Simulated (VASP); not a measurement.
A run of VASP 6.6.1 is set up as follows.

The input INCAR:

```
SYSTEM = ZnSe
ALGO = Normal ; EDIFF = 1E-6
EDIFFG = -0.005 ; ENCUT = 600
GGA = PS ; IBRION = 2
ISIF = 3 ; ISMEAR = -1
LASPH = .TRUE. ; LCHARG = .FALSE.
LREAL = .FALSE. ; LWAVE = .FALSE.
NELM = 100 ; NSW = 80
PREC = Accurate ; SIGMA = 0.05
```

The input KPOINTS:

```
k-points
0
G
  8 8 8
  0 0 0
```

POSCAR

```
ZnSe
1.0
    0.0000000000      2.8338000000      2.8338000000
    2.8338000000      0.0000000000      2.8338000000
    2.8338000000      2.8338000000      0.0000000000
Se Zn
1 1
Direct
    0.7500000000      0.7500000000      0.7500000000
    0.0000000000      0.0000000000      0.0000000000
```

Potentials or basis: VASP PAW PBE potentials, release 64 (Se, Zn).

Command:

```bash
$ cat potpaw_PBE.64/Se/POTCAR potpaw_PBE.64/Zn/POTCAR > POTCAR
$ mpirun -np 1 vasp_std > vasp.out
```

(1) What does it give for the relaxed volume?

(2) What does it give for the space group after relaxing (to 0.05 Å)?

(3) Estimate the band gap on the k mesh.

Answers

(1) 22.44 Å³/atom.

(2) F-43m (No. 216).

(3) 1.23 eV, direct.

Caveat: the PAW data sets were made with another functional, which shifts forces and pressure a little.
